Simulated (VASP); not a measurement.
Here is a VASP 6.6.1 calculation.

File INCAR:

```
PREC     = Accurate       # precision mode
ENCUT    = 500            # plane-wave cutoff, eV
EDIFF    = 1E-6           # SCF threshold, eV
ISMEAR   = 0              # smearing method
SIGMA    = 0.1            # smearing width, eV
LREAL    = F              # projectors in reciprocal space
LASPH    = T              # aspherical terms in the spheres
NELM     = 120            # most SCF steps
ALGO     = Normal         # electronic algorithm
ISIF     = 2              # what is computed and relaxed
LWAVE    = F              # write WAVECAR
LCHARG   = T              # write CHGCAR
GGA      = PE             # functional
IVDW     = 12             # dispersion correction
LELF     = T              # ELF
LVHAR    = T            
NBANDS   = 64             # bands
GGA_COMPAT= F
```

The input KPOINTS:

```
Automatic mesh
0
Gamma
  10 6 4
```

The input POSCAR:

```
Te2Mo
1.0
    3.4703394888      0.0000000000      0.0000000000
    0.0000000000      6.3320708759      0.0000000000
    0.0000000000      0.0000000000     13.2735651384
Te Mo
8 4
Direct
    0.5000000000      0.7144379106      0.9003262481
    0.0000000000      0.2855620894      0.4003262481
    0.0000000000      0.6398486517      0.6625899390
    0.5000000000      0.3601513483      0.1625899390
    0.5000000000      0.1429075267      0.6140311854
    0.0000000000      0.8570924733      0.1140311854
    0.0000000000      0.2070178687      0.8523903879
    0.5000000000      0.7929821313      0.3523903879
    0.0000000000      0.4667047772      0.0147257786
    0.5000000000      0.5332952228      0.5147257786
    0.5000000000      0.1045192262      0.0001364610
    0.0000000000      0.8954807738      0.5001364610
```

Potentials or basis: VASP PAW PBE potentials, release 64 (Te, Mo_sv).

The run is started by

```bash
$ cat potpaw_PBE.64/Te/POTCAR potpaw_PBE.64/Mo_sv/POTCAR > POTCAR
$ mpirun -np 1 vasp_std > vasp.out
```

Q: What does it give for the band gap on the k mesh?

A: Zero (bands 52 and 53 overlap by 0.46 eV).

Q: Predict the largest force.

A: 0.014 eV/Å.

Q: Estimate the pressure.

A: 0.0 GPa.

Forces on the atoms (eV/Å):
```
Te   0.000 -0.002 -0.010
Te   0.000  0.002 -0.010
Te   0.000  0.004  0.012
Te   0.000 -0.004  0.012
Te   0.000  0.000  0.009
Te   0.000  0.000  0.009
Te   0.000  0.002 -0.012
Te   0.000 -0.002 -0.012
Mo   0.000  0.013 -0.004
Mo   0.000 -0.013 -0.004
Mo   0.000 -0.012  0.004
Mo   0.000  0.012  0.004
```

Caveat: spin-orbit coupling is left out, which moves the levels of the heavy elements.
